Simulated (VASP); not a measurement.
## Mg: relaxation of cell and atoms with r2SCAN

Mg:

```xyz
1
Lattice="2.9278 0.0000 0.0000 0.0000 2.9278 0.0000 0.0000 0.0000 2.9278" Properties=species:S:1:pos:R:3 pbc="T T T"
Mg    0.0000    0.0000    0.0000
```

This isn't the form of Mg at room conditions, which is hcp.

- Program: VASP 6.6.1
- Task: relaxation of cell and atoms
- Functional: r2SCAN
- Potentials or basis: VASP PAW PBE potentials, release 64 (Mg)
- Cutoff: 600 eV
- k mesh: 11 × 11 × 11
- Occupations: fermi-dirac, width 0.1 eV
- Spin: no spin polarisation
- Dipole correction: no
- Further INCAR settings: ALGO = Normal; EDIFF = 1e-06; IBRION = 2; EDIFFG = -0.01; NSW = 80; ISIF = 3

```json
{
 "Relaxed volume": "26.69 Å³/atom",
 "Relaxed cell": "a = 2.988 Å, b = 2.988 Å, c = 2.988 Å, α = 90.00°, β = 90.00°, γ = 90.00°",
 "Space group after relaxing (to 0.1 Å)": "Pm-3m (No. 221)",
 "Energy gained by relaxing": "8.0 meV/atom",
 "Ionic steps": "3",
 "Pressure after relaxing": "0.0 GPa",
 "Band gap on the k mesh": "zero (bands 1 and 2 overlap by 5.25 eV)"
}
```

The path:
```csv
step,energy change (eV),largest force (eV/Å),pressure (GPa),volume (Å³)
1,0.0000,0.0000,1.71,25.10
2,-0.0069,0.0000,0.58,26.08
3,-0.0080,0.0000,-0.02,26.69
```

Final structure:
```yaml
crystal:
  lattice:
    - [2.98842, 0.00000, 0.00000]
    - [0.00000, 2.98842, 0.00000]
    - [0.00000, 0.00000, 2.98842]
  atoms:
    - { symbol: Mg, position: [0.00000, 0.00000, 0.00000] }
```

Levels at points of the mesh, in eV from the Fermi level:
| k point | band 1 | band 2 | band 3 | band 4 | band 5 |
| --- | --- | --- | --- | --- | --- |
| (0.00, 0.00, 0.00) | -6.73 | 8.84 | 8.84 | 10.53 | 10.53 |

It took 23 s on 1 thread of Intel(R) Xeon(R) 6975P-C (Granite Rapids) (shared host), peak memory 0.15 GiB.

Caveat: the PAW data sets were made with another functional, which shifts forces and pressure a little.
